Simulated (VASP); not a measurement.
Here is a VASP 6.6.1 calculation.

Contents of INCAR:

```
SYSTEM = GaSb
PREC = Accurate
ENCUT = 520
EDIFF = 1E-6
ISMEAR = 0
SIGMA = 0.15
LREAL = .FALSE.
LASPH = .TRUE.
NELM = 60
ALGO = Normal
ISIF = 2
LWAVE = .FALSE.
LCHARG = .FALSE.
GGA = PE
NBANDS = 16
```

The input KPOINTS:

```
regular mesh
0
G
  16 16 16
  0 0 0
```

The input POSCAR:

```
GaSb
1.0
   -2.7659365100      2.7659365100      1.4546500000
    2.7659365100     -2.7659365100      1.4546500000
    2.7659365100      2.7659365100     -1.4546500000
Ga Sb
1 1
Direct
    0.2500000000      0.7500000000      0.5000000000
    0.0000000000      0.0000000000      0.0000000000
```

Potentials or basis: VASP PAW PBE potentials, release 64 (Ga_d, Sb).

Command:

```bash
$ cat potpaw_PBE.64/Ga_d/POTCAR potpaw_PBE.64/Sb/POTCAR > POTCAR
$ mpirun -np 1 vasp_std > vasp.out
```

Problem. Predict the pressure.

Solution. 5.5 GPa.

Problem. Predict the band gap on the k mesh.

Solution. Zero (bands 9 and 10 overlap by 4.55 eV).

Stress tensor (GPa, compression positive):
```
3.36 0.00 0.00
0.00 3.36 0.00
0.00 0.00 9.92
```

Caveat: the stress differs along the axes, from 3 to 10 GPa; spin-orbit coupling is left out, which moves the levels of the heavy elements.
